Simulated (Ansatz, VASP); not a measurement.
# Two plane-wave programs on LiCl

```
CELL_PARAMETERS angstrom
0.00000 2.62888 2.50064
2.62888 0.00000 2.50064
2.62888 2.62888 0.00000
ATOMIC_POSITIONS crystal
Li 0.00000 0.00000 0.00000
Cl 0.50000 0.50000 0.50000
```

Change from the starting cell: strain +0.025 along x and y, -0.025 along z, atoms carried along.

Alike in both runs: task single point; functional PBE; k mesh 8 × 8 × 8; occupations gaussian, width 0.05 eV; no spin polarisation.

|  | VASP | Ansatz |
| --- | --- | --- |
| version | VASP 6.6.1 | Ansatz 0.2.0 |
| potentials or method | VASP PAW PBE potentials, release 64 (Li_sv, Cl), cutoff 520 eV | scalar-relativistic, plane waves, PAW |
| valence electrons in the cell | 10 | 10 |

|  | VASP | Ansatz | Ansatz less VASP |
| --- | --- | --- | --- |
| gap on the k mesh at the Fermi level (eV) | 6.16 | 6.15 | -0.012 |
| least direct gap on the mesh (eV) | 6.16 | 6.15 | -0.012 |

Noted on VASP's run: the cutoff is short for stress, so the pressure is rough.
